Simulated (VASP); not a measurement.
Crystal: W.

```
W
1.0
    -1.58234    1.58234    1.58234
     1.58234   -1.58234    1.58234
     1.58234    1.58234   -1.58234
W
1
Direct
  0.00000 0.00000 0.00000
```

Base run:

* Program: VASP 6.6.1
* Functional: PBEsol
* Potentials or basis: VASP PAW PBE potentials, release 64 (W_sv)
* Cutoff: 520 eV
* k mesh: 18 × 18 × 18
* Occupations: gaussian, width 0.1 eV
* Spin: no spin polarisation

Its results: band gap on the k mesh zero (band 7 reaches 16.46 eV, above the bottom of band 8 at 10.05 eV); pressure -2.5 GPa.

Problem. The run is repeated on the same cell with these changes: k mesh from 18 × 18 × 18 to 8 × 8 × 8; further incar settings from ALGO = Normal; EDIFF = 1e-07; NBANDS = 13 to ALGO = Fast; EDIFF = 1e-06; NBANDS = 13. What comes out?

Solution. Band gap on the k mesh zero (band 7 reaches 16.46 eV, above the bottom of band 8 at 10.05 eV); pressure -2.1 GPa.

Caveats: the PAW data sets were made with another functional, which shifts forces and pressure a little; spin-orbit coupling is left out, which moves the levels of the heavy elements.
